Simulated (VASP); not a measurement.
# OsO (Pm-3m) in VASP: further runs

OsO is run at these levels: PBE; tasks: single point, relaxation of cell and atoms.

Everything below comes from runs of VASP 6.6.1. Logs are shortened: lines on timing, memory, paths and dates and some standing lists are left out, and cuts for length are marked.

## 1. The cell of the first run

The structure is cubic, space group Pm-3m (No. 221). Conventional cell: a = 2.793 Å, b = 2.793 Å, c = 2.793 Å, α = 90.00°, β = 90.00°, γ = 90.00°. Os (site symmetry m-3m) has 8 O at 2.42 Å and 6 Os at 2.79 Å within 3.2 Å. O (site symmetry m-3m) has 8 Os at 2.42 Å and 6 O at 2.79 Å within 3.2 Å.

## 2. Single point, PBE

Contents of INCAR:

```
SYSTEM = OsO
ALGO = Normal
EDIFF = 1E-7
ENCUT = 520
GGA = PE
ISIF = 2
ISMEAR = 0
LASPH = .TRUE.
LCHARG = .TRUE.
LELF = .TRUE.
LREAL = .FALSE.
LVHAR = .TRUE.
LWAVE = .FALSE.
NBANDS = 14
NELM = 60
PREC = Accurate
SIGMA = 0.1
```

Contents of KPOINTS:

```
k-points
0
G
  6 6 6
  0 0 0
```

Contents of POSCAR:

```
OsO
1.0
    2.7934477327      0.0000000000      0.0000000000
    0.0000000000      2.7934477327      0.0000000000
    0.0000000000      0.0000000000      2.7934477327
Os O
1 1
Direct
    0.0000000000      0.0000000000      0.0000000000
    0.5000000000      0.5000000000      0.5000000000
```

Potentials or basis: VASP PAW PBE potentials, release 64 (Os, O).

Started as:

```console
$ cat potpaw_PBE.64/Os/POTCAR potpaw_PBE.64/O/POTCAR > POTCAR
$ mpirun -np 1 vasp_std > vasp.out
```

OUTCAR:

```text
SYSTEM = OsO
   EDIFF = 1E-7
   ENCUT = 520
   GGA = PE
   ISIF = 2
   ISMEAR = 0
   LASPH = .TRUE.
   LREAL = .FALSE.
   NELM = 60
   PREC = Accurate

 ion  position               nearest neighbor table
   1  0.000  0.000  0.000-   2 2.42   2 2.42   2 2.42   2 2.42   2 2.42   2 2.42   2 2.42   2 2.42

   2  0.500  0.500  0.500-   1 2.42   1 2.42   1 2.42   1 2.42   1 2.42   1 2.42   1 2.42   1 2.42

  LATTYP: Found a simple cubic cell.
 ALAT       =     2.7934477327

  Lattice vectors:

 A1 = (   2.7934477327,   0.0000000000,   0.0000000000)
 A2 = (   0.0000000000,   2.7934477327,   0.0000000000)
 A3 = (   0.0000000000,   0.0000000000,   2.7934477327)

Analysis of symmetry for initial positions (statically):
=====================================================================
 Subroutine PRICEL returns:
 Original cell was already a primitive cell.

 Routine SETGRP: Setting up the symmetry group for a
 simple cubic supercell.

 Subroutine GETGRP returns: Found 48 space group operations
 (whereof 48 operations were pure point group operations)
 out of a pool of 48 trial point group operations.

The static configuration has the point symmetry O_h .

Analysis of symmetry for dynamics (positions and initial velocities):
=====================================================================
 Subroutine PRICEL returns:
 Original cell was already a primitive cell.

 Routine SETGRP: Setting up the symmetry group for a
 simple cubic supercell.

 Subroutine GETGRP returns: Found 48 space group operations
 (whereof 48 operations were pure point group operations)
 out of a pool of 48 trial point group operations.

The dynamic configuration has the point symmetry O_h .

 Subroutine INISYM returns: Found 48 space group operations
 (whereof 48 operations are pure point group operations),
 and found     1 'primitive' translations

----------------------------------------------------------------------------------------

                                     Primitive cell

  volume of cell :      21.7983

  direct lattice vectors                    reciprocal lattice vectors
     2.793447733  0.000000000  0.000000000     0.357980566  0.000000000  0.000000000
     0.000000000  2.793447733  0.000000000     0.000000000  0.357980566  0.000000000
     0.000000000  0.000000000  2.793447733     0.000000000  0.000000000  0.357980566

  length of vectors
     2.793447733  2.793447733  2.793447733     0.357980566  0.357980566  0.357980566

  position of ions in fractional coordinates (direct lattice)
     0.000000000  0.000000000  0.000000000
     0.500000000  0.500000000  0.500000000

  ion indices of the primitive-cell ions
   primitive index   ion index
                 1           1
                 2           2

----------------------------------------------------------------------------------------

 KPOINTS: k-points

Automatic generation of k-mesh.
 Grid dimensions read from file:
 generate k-points for:    6    6    6

 Generating k-lattice:

  Cartesian coordinates                     Fractional coordinates (reciprocal lattice)
     0.059663428  0.000000000  0.000000000     0.166666667  0.000000000  0.000000000
     0.000000000  0.059663428  0.000000000     0.000000000  0.166666667  0.000000000
     0.000000000  0.000000000  0.059663428     0.000000000  0.000000000  0.166666667

  Length of vectors
     0.059663428  0.059663428  0.059663428

  Shift w.r.t. Gamma in fractional coordinates (k-lattice)
     0.000000000  0.000000000  0.000000000

 Subroutine IBZKPT returns following result:
 ===========================================

 Found     20 irreducible k-points:

 Following reciprocal coordinates:
            Coordinates               Weight
  0.000000  0.000000  0.000000      1.000000
  0.166667  0.000000  0.000000      6.000000
  0.333333  0.000000  0.000000      6.000000
  0.500000  0.000000  0.000000      3.000000
  0.166667  0.166667  0.000000     12.000000
  0.333333  0.166667  0.000000     24.000000
[... 12 lines left out ...]
  0.500000  0.500000  0.333333      6.000000
  0.500000  0.500000  0.500000      1.000000
   k-points           NKPTS =     20   k-points in BZ     NKDIM =     20   number of bands    NBANDS=     14
   number of dos      NEDOS =    301   number of ions     NIONS =      2
   total plane-waves  NPLWV =  13824
   dimension x,y,z NGX =    24 NGY =   24 NGZ =   24
   dimension x,y,z NGXF=    48 NGYF=   48 NGZF=   48
   ions per type =               1   1
   NGX,Y,Z   is equivalent  to a cutoff of  14.28, 14.28, 14.28 a.u.
   NGXF,Y,Z  is equivalent  to a cutoff of  28.57, 28.57, 28.57 a.u.
 SYSTEM =  OsO
   PREC   = accura    normal or accurate (medium, high low for compatibility)
   ISTART =      0    job   : 0-new  1-cont  2-samecut
   ICHARG =      2    charge: 1-file 2-atom 10-const
   ISPIN  =      1    spin polarized calculation?
   LNONCOLLINEAR =      F non collinear calculations
   LSORBIT =      F    spin-orbit coupling
   LASPH  =      T    aspherical Exc in radial PAW
   ENCUT  =  520.0 eV  38.22 Ry    6.18 a.u.   5.19  5.19  5.19*2*pi/ulx,y,z
   NELM   =     60;   NELMIN=  2; NELMDL= -5     # of ELM steps
   EDIFF  = 0.1E-06   stopping-criterion for ELM
   LREAL  =      F    real-space projection
   EDIFFG = 0.1E-05   stopping-criterion for IOM
   NSW    =      0    number of steps for IOM
   IBRION =     -1    ionic relax: 0-MD 1-quasi-New 2-CG
   NFREE  =      0    steps in history (QN), initial steepest desc. (CG)
   ISIF   =      2    stress and relaxation
   ISYM   =      2    0-nonsym 1-usesym 2-fastsym
   POTIM  = 0.5000    time-step for ionic-motion
   TEBEG  =    0.0;   TEEND  =   0.0 temperature during run
   PSTRESS=    0.0 pullay stress
   NELECT =      14.0000    total number of electrons
   NUPDOWN=      -1.0000    fix difference up-down
   EMIN   =  10.00;   EMAX   =-10.00  energy-range for DOS
   EFERMI =   0.00;   METHOD = LEGACY
   ISMEAR =     0;   SIGMA  =   0.10  broadening in eV -4-tet -1-fermi 0-gaus
   EFERMI_NEDOS =   21; number of points for ismear=-14 and -15
   IALGO  =     38    algorithm
   IMIX   =      4    mixing-type and parameters
     AMIX     =   0.40;   BMIX     =  1.00
     AMIX_MAG =   1.60;   BMIX_MAG =  1.00
  volume/ion in A,a.u.               =      10.90        73.55
  Fermi-wavevector in a.u.,A,eV,Ry     =   1.412463  2.669167 27.144312  1.995051
  Thomas-Fermi vector in A             =   2.534209
   LORBIT       =      0    0 simple, 1 ext, 2 COOP (PROOUT), +10 PAW based schemes
   GGA     = PE    functional components
   LHFCALC =     F    Hartree Fock is set to
   AEXX    =    0.0000 exact exchange contribution
   IVDW    =     0    specifies the selected vdW correction
   LEPSILON=     F    determine dielectric tensor
   LRPA    =     F    only Hartree local field effects (RPA)
 non-spin polarized calculation
 Gauss-broadening in eV      SIGMA  =   0.10
  energy-cutoff  :      520.00
  volume of cell :       21.80
 maximum number of plane-waves:       624
 NGX is ok and might be reduce to    24
   NGX = 11   NGY = 11   NGZ = 11

 number of electron      14.0000002 magnetization

 Free energy of the ion-electron system (eV)
  ---------------------------------------------------
  ext. energy  EPLUGINS =         0.00000000
  ---------------------------------------------------
  free energy    TOTEN  =       -13.98228331 eV

  energy without entropy =      -13.97223758  energy(sigma->0) =      -13.97726045

 E-fermi :   7.9921     XC(G=0): -13.3656

 val. band max:        7.9749891422   @ k =   0.5000   0.1667   0.0000
 cond. band min:       8.0337415468   @ k =   0.1667   0.1667   0.0000
 fundamental gap:      0.0587524046
 Fermi energy:         7.9920596630

 k-point     1 :       0.0000    0.0000    0.0000
  band No.  band energies     occupation
      1     -13.0471      2.00000
      2       2.8627      2.00000
      3       2.8627      2.00000
      4       3.7466      2.00000
      5       3.7466      2.00000
      6       3.7466      2.00000
      7       5.7090      2.00000
      8       8.5456      0.00000
      9       8.5456      0.00000
     10       8.5456      0.00000
     11      25.6942      0.00000
     12      25.6942      0.00000
     13      26.2423      0.00000
     14      26.2423      0.00000

 k-point     2 :       0.1667    0.0000    0.0000
  band No.  band energies     occupation
      1     -12.7983      2.00000
      2       1.2646      2.00000
      3       3.0258      2.00000
      4       3.3985      2.00000
      5       3.3985      2.00000
      6       4.4965      2.00000
      7       7.5492      2.00000
      8       8.6141      0.00000
      9       8.7458      0.00000
     10       8.7458      0.00000
     11      23.1243      0.00000
     12      23.5182      0.00000
     13      25.7839      0.00000
     14      25.7839      0.00000

 k-point     3 :       0.3333    0.0000    0.0000
  band No.  band energies     occupation
      1     -12.2516      2.00000
      2      -0.8630      2.00000
      3       2.7702      2.00000
      4       2.7702      2.00000
      5       3.3766      2.00000
      6       6.9858      2.00000
      7       8.7544      0.00000
      8       9.1322      0.00000
      9       9.1322      0.00000
     10      10.0402      0.00000
     11      18.8971      0.00000
     12      20.8779      0.00000
     13      24.5331      0.00000
     14      24.5331      0.00000
[... 256 lines left out ...]
 k-point    19 :       0.5000    0.5000    0.3333
  band No.  band energies     occupation
      1     -11.2455      2.00000
      2      -0.2560      2.00000
      3      -0.2560      2.00000
      4       0.1611      2.00000
      5       7.8343      1.97437
      6       8.9411      0.00000
      7       8.9411      0.00000
      8       9.1882      0.00000
      9      10.4393      0.00000
     10      15.2576      0.00000
     11      15.6569      0.00000
     12      15.6569      0.00000
     13      24.4883      0.00000
     14      29.2429      0.00000

 k-point    20 :       0.5000    0.5000    0.5000
  band No.  band energies     occupation
      1     -11.0293      2.00000
      2      -0.6503      2.00000
      3      -0.6503      2.00000
      4      -0.6503      2.00000
      5       9.7858      0.00000
      6       9.7858      0.00000
      7       9.7858      0.00000
      8      10.4767      0.00000
      9      10.4767      0.00000
     10      14.8006      0.00000
     11      14.8006      0.00000
     12      14.8006      0.00000
     13      21.0542      0.00000
     14      30.4368      0.00000

------------------------ aborting loop because EDIFF is reached ----------------------------------------

  FORCE on cell =-STRESS in cart. coord.  units (eV):
  Direction    XX          YY          ZZ          XY          YZ          ZX
  --------------------------------------------------------------------------------------
  -------------------------------------------------------------------------------------
  Total        0.0100879      0.0100879      0.0100879      0.0000000      0.0000000      0.0000000
  in kB        0.7414639      0.7414639      0.7414639      0.0000000      0.0000000      0.0000000
  external PRESSURE =       0.7414639 kB  Pullay stress =       0.0000000 kB

 VOLUME and BASIS-vectors are now :
 -----------------------------------------------------------------------------
  energy-cutoff  :      520.00
  volume of cell :       21.80
      direct lattice vectors                 reciprocal lattice vectors
     2.793447733  0.000000000  0.000000000     0.357980566  0.000000000  0.000000000
     0.000000000  2.793447733  0.000000000     0.000000000  0.357980566  0.000000000
     0.000000000  0.000000000  2.793447733     0.000000000  0.000000000  0.357980566

 POSITION                                       TOTAL-FORCE (eV/Angst)
 -----------------------------------------------------------------------------------
      0.00000      0.00000      0.00000         0.000000      0.000000      0.000000
      1.39672      1.39672      1.39672         0.000000      0.000000      0.000000
 -----------------------------------------------------------------------------------
    total drift:                                0.000000      0.000000     -0.000000

  FREE ENERGIE OF THE ION-ELECTRON SYSTEM (eV)
  ---------------------------------------------------
  free  energy   TOTEN  =       -13.9822833102 eV

  energy  without entropy=      -13.9722375836  energy(sigma->0) =      -13.97726045
```

Run time: 4 s. Hardware: 1 thread of AMD EPYC 9R45 (Zen 5), shared host; peak memory 0.11 GiB.

What came out:

```yaml
Free_energy: -13.9823 eV
Pressure: 0.1 GPa
Band_gap_on_the_k_mesh: zero (bands 7 and 8 overlap by 3.09 eV)
```

Caveat: the k points lie up to 0.37 Å⁻¹ apart, too coarse for converged energies and pressures of a metal; spin-orbit coupling is left out, which moves the levels of the heavy elements.

## 3. Relaxation of cell and atoms, PBE

This run uses another cell than the first one, of 10.71 Å³/atom.

Contents of INCAR:

```
ALGO = Normal
EDIFF = 1E-6
EDIFFG = -0.04
ENCUT = 600
GGA = PE
IBRION = 2
ISIF = 3
ISMEAR = 0
LASPH = T
LCHARG = F
LREAL = F
LWAVE = F
NELM = 80
NSW = 90
PREC = Accurate
SIGMA = 0.1
```

Contents of KPOINTS:

```
k-points
0
Gamma
  6 6 6
```

Contents of POSCAR:

```
OsO
1.0
    2.7771540023      0.0000000000      0.0000000000
    0.0000000000      2.7771540023      0.0000000000
    0.0000000000      0.0000000000      2.7771540023
Os O
1 1
Direct
    0.0000000000      0.0000000000      0.0000000000
    0.5000000000      0.5000000000      0.5000000000
```

Potentials or basis: VASP PAW PBE potentials, release 64 (Os, O).

Started as:

```console
$ cat potpaw_PBE.64/Os/POTCAR potpaw_PBE.64/O/POTCAR > POTCAR
$ mpirun -np 1 vasp_std > vasp.out
```

It took 7.1 s on 1 thread of AMD EPYC 9R45 (Zen 5), shared host; peak memory 0.12 GiB.

Results (log left out):

- Free energy: -13.9840 eV
- Relaxed volume: 10.90 Å³/atom
- Relaxed cell: a = 2.794 Å, b = 2.794 Å, c = 2.794 Å, α = 90.00°, β = 90.00°, γ = 90.00°
- Space group after relaxing (to 0.1 Å): Pm-3m (No. 221)
- Energy gained by relaxing: 3.1 meV/atom
- Ionic steps: 3
- Pressure after relaxing: 0.0 GPa
- Band gap on the k mesh: zero (bands 7 and 8 overlap by 3.09 eV)

The path:
```tsv
step	energy change (eV)	largest force (eV/Å)	pressure (GPa)	volume (Å³)
1	0.0000	0.0000	5.22	21.42
2	0.0135	0.0000	-8.50	22.52
3	-0.0061	0.0000	-0.03	21.81
```

Final structure:
```xyz
2
Lattice="2.7937 0.0000 0.0000 0.0000 2.7937 0.0000 0.0000 0.0000 2.7937" Properties=species:S:1:pos:R:3 pbc="T T T"
Os    0.0000    0.0000    0.0000
O     1.3969    1.3969    1.3969
```

Levels at points of the mesh, in eV from the Fermi level:
```
           k point  band 3  band 4  band 5  band 6  band 7  band 8  band 9  band 10  band 11
(0.00, 0.00, 0.00)   -5.13   -4.24   -4.24   -4.24   -2.28    0.55    0.55     0.55    17.70
(0.50, 0.00, 0.00)   -5.51   -5.51   -4.42    0.42    0.83    1.33    1.33     5.04     6.77
(0.50, 0.50, 0.00)   -6.70   -4.43   -3.70   -2.41   -1.30   -1.30    2.34     7.21     9.59
(0.50, 0.50, 0.50)   -8.64   -8.64    1.79    1.79    1.79    2.48    2.48     6.81     6.81
```

Caveat: the k points lie up to 0.37 Å⁻¹ apart in the final cell, too coarse for converged energies and pressures of a metal; spin-orbit coupling is left out, which moves the levels of the heavy elements.

The gap in the log of VASP goes by the Fermi energy; the results here count the filled bands.